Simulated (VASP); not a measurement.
A run of VASP 6.6.1 is set up as follows.

Contents of INCAR:

```
PREC     = Accurate       # precision mode
ENCUT    = 520            # plane-wave cutoff, eV
EDIFF    = 1E-6           # SCF threshold, eV
ISMEAR   = -1             # smearing method
SIGMA    = 0.05           # smearing width, eV
LREAL    = False          # projectors in reciprocal space
LASPH    = True           # aspherical terms in the spheres
NELM     = 60             # most SCF steps
ALGO     = Normal         # electronic algorithm
ISIF     = 2              # what is computed and relaxed
LWAVE    = False          # write WAVECAR
LCHARG   = False          # write CHGCAR
GGA      = PS             # functional
NBANDS   = 36             # bands
```

File KPOINTS:

```
regular mesh
0
Gamma
  10 10 2
```

Contents of POSCAR:

```
SiC
1.0
    3.0788892938      0.0000000000      0.0000000000
   -1.5394446469      2.6663963439      0.0000000000
    0.0000000000      0.0000000000     15.1067610907
Si C
6 6
Direct
    0.6666666667      0.3333333333      0.4583143679
    0.3333333333      0.6666666667      0.9583143679
    0.6666666667      0.3333333333      0.7918202792
    0.3333333333      0.6666666667      0.2918202792
    0.0000000000      0.0000000000      0.6250347609
    0.0000000000      0.0000000000      0.1250347609
    0.6666666667      0.3333333333      0.3333194621
    0.3333333333      0.6666666667      0.8333194621
    0.6666666667      0.3333333333      0.6668255336
    0.3333333333      0.6666666667      0.1668255336
    0.0000000000      0.0000000000      0.4996855964
    0.0000000000      0.0000000000     -0.0003144036
```

Potentials or basis: VASP PAW PBE potentials, release 64 (Si, C).

Run with:

```console
$ cat potpaw_PBE.64/Si/POTCAR potpaw_PBE.64/C/POTCAR > POTCAR
$ mpirun -np 1 vasp_std > vasp.out
```

Predict the pressure.

0.4 GPa.

Estimate the band gap on the k mesh.

1.91 eV (least direct gap 3.02 eV).

Caveat: the PAW data sets were made with another functional, which shifts forces and pressure a little. A k mesh can miss the band edges.
